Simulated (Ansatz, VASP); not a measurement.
SiC6: VASP beside Ansatz

```
Si C
1.0
     5.35562   -0.01275    0.50817
    -0.00091    4.93196   -0.12066
     0.51677   -0.12902    5.26247
Si C
2 12
Direct
  0.49720 0.07327 0.66676
  0.13852 0.71360 0.04185
  0.78317 0.93567 0.45106
  0.65207 0.82229 0.02719
  0.39010 0.26250 0.07139
  0.40852 0.95698 0.02069
  0.73220 0.59209 0.85518
  0.00588 0.90277 0.58105
  0.00802 0.61980 0.70080
  0.82803 0.87519 0.19112
  0.17251 0.11319 0.58728
  0.12111 0.39143 0.50568
  0.21576 0.43604 0.24692
  0.57099 0.36855 0.85858
```

Alike in both runs: task single point; functional PBE; k mesh 6 × 7 × 7; occupations gaussian, width 0.1 eV; no spin polarisation.

```csv
,VASP,Ansatz
version,VASP 6.6.1,Ansatz 0.2.0
potentials or method,"VASP PAW PBE potentials, release 64 (Si, C), cutoff 520 eV","scalar-relativistic, plane waves, PAW"
valence electrons in the cell,56,56
```

|  | VASP | Ansatz | Ansatz less VASP |
| --- | --- | --- | --- |
| gap on the k mesh at the Fermi level (eV) | none | none | - |
| rms of the force components (eV/Å) | 0.034 | 0.033 | -0.0007 |

Atom by atom the forces differ by 0.017 eV/Å (rms over components). A gap of «none» marks a metal or a gap that the smearing closes. With one functional, cell and mesh, what is left measures potentials, basis and numerics.
